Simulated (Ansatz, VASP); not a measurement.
# Y in VASP and in Ansatz

File INCAR:

```
ALGO = Fast ; EDIFF = 1E-6
ENCUT = 520 ; GGA = PE
ISIF = 2 ; ISMEAR = 0
LASPH = T ; LCHARG = F
LREAL = F ; LWAVE = F
NBANDS = 18 ; NELM = 100
PREC = Accurate ; SIGMA = 0.15
```

KPOINTS

```
k-points
0
Gamma
  18 18 8
```

POSCAR

```
Y
1.0
    3.6514992371      0.0000000000      0.0000000000
   -1.8257496185      3.1622911012      0.0000000000
    0.0000000000      0.0000000000      5.5175040000
Y
2
Direct
    0.3333333333      0.6666666667      0.2500000000
    0.6666666667      0.3333333333      0.7500000000
```

Input for Ansatz:

```yaml
crystal:
  lattice:
    - [3.6514992371, 0.0, 0.0]
    - [-1.8257496185, 3.1622911012, 0.0]
    - [0.0, 0.0, 5.517504]
  atoms:
    - { symbol: "Y", position: [0.3333333333, 0.6666666667, 0.25] }
    - { symbol: "Y", position: [0.6666666667, 0.3333333333, 0.75] }
basis:
  ecutwfc: 420
kpoints:
  mp_grid: { grid: [18, 18, 8] }
hamiltonian:
  xc: pbe
scf:
  occupations: { method: gaussian, width: 0.15 }
output:
  forces: true
  stress: true
  eigenvalues: true
```

Change from the starting cell: strain +0.000 along x and y, -0.040 along z, atoms carried along.

Alike in both runs: task single point; functional PBE; k mesh 18 × 18 × 8; occupations gaussian, width 0.15 eV; no spin polarisation.

|  | VASP | Ansatz |
| --- | --- | --- |
| version | VASP 6.6.1 | Ansatz 0.2.0 |
| potentials or method | VASP PAW PBE potentials, release 64 (Y_sv), cutoff 520 eV | scalar-relativistic, plane waves, PAW |
| valence electrons in the cell | 22 | 22 |

VASP gave:

```
gap on the k mesh at the Fermi level (eV)                     : none
pressure (GPa)                                                : 1.2
traceless stress, the component that is largest in VASP (GPa) : 1.17
```

Question: Which values does Ansatz return?

Answer: gap on the k mesh at the Fermi level (eV): none; pressure (GPa): 1.4; traceless stress, the component that is largest in VASP (GPa): 1.17.

A gap of «none» marks a metal or a gap that the smearing closes. With one functional, cell and mesh, what is left measures potentials, basis and numerics.
